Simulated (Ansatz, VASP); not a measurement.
Sn: VASP beside Ansatz

```
Sn
1.0
    -1.85986    1.91265    2.01512
     1.85986   -1.91265    2.01512
     1.85986    1.91265   -2.01512
Sn
1
Cartesian
  0.0000 0.0000 0.0000
```

Alike in both runs: task single point; functional PBEsol; k mesh 22 × 22 × 22; occupations gaussian, width 0.15 eV; no spin polarisation.

```csv
,VASP,Ansatz
version,VASP 6.6.1,Ansatz 0.2.0
potentials or method,"VASP PAW PBE potentials, release 64 (Sn_d), cutoff 520 eV","scalar-relativistic, plane waves, PAW"
valence electrons in the cell,14,14
```

Ansatz gave:

```
gap on the k mesh at the Fermi level (eV)                     : none
pressure (GPa)                                                : -4.1
traceless stress, the component that is largest in VASP (GPa) : -0.54
```

**Question.** Estimate VASP's values.

**Answer.** gap on the k mesh at the Fermi level (eV): none; pressure (GPa): -4.0; traceless stress, the component that is largest in VASP (GPa): -0.54.

VASP's potentials were made for PBE, not for PBEsol. A gap of «none» marks a metal or a gap that the smearing closes. The functional is the same, so the differences come from potentials, cutoffs and numerics.
